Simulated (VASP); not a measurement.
## MgO: single point with PBEsol

MgO:

```
Mg O
1.0
     3.49443    0.00000    0.00000
    -1.74721    3.02626    0.00000
     0.00000    0.00000    4.19380
Mg O
2 2
Direct
  0.66667 0.33333 0.75000
  0.33333 0.66667 0.25000
  0.66667 0.33333 0.25000
  0.33333 0.66667 0.75000
```

- Program: VASP 6.6.1
- Task: single point
- Functional: PBEsol
- Potentials or basis: VASP PAW PBE potentials, release 64 (Mg, O)
- Cutoff: 520 eV
- k mesh: 6 × 6 × 4
- Occupations: fermi-dirac, width 0.01 eV
- Spin: no spin polarisation

* Pressure: -0.4 GPa
* Band gap on the k mesh: 3.27 eV

Levels at points of the mesh, in eV from the valence-band top:
| k point | band 6 | band 7 | band 8 | band 9 | band 10 | band 11 |
| --- | --- | --- | --- | --- | --- | --- |
| (0.00, 0.00, 0.00) | -0.81 | -0.81 | 0.00 | 3.27 | 9.31 | 12.02 |
| (0.50, 0.00, 0.00) | -1.98 | -1.31 | -0.53 | 6.82 | 8.92 | 9.65 |
| (0.00, 0.00, 0.50) | -1.29 | -1.29 | -1.29 | 6.30 | 6.30 | 12.72 |
| (0.50, 0.00, 0.50) | -1.54 | -0.82 | -0.82 | 7.14 | 7.14 | 11.79 |

Wall time 27 s on 1 thread of Intel Xeon 8259CL, on a shared host, peak memory 0.17 GiB.

Caveat: the PAW data sets were made with another functional, which shifts forces and pressure a little.
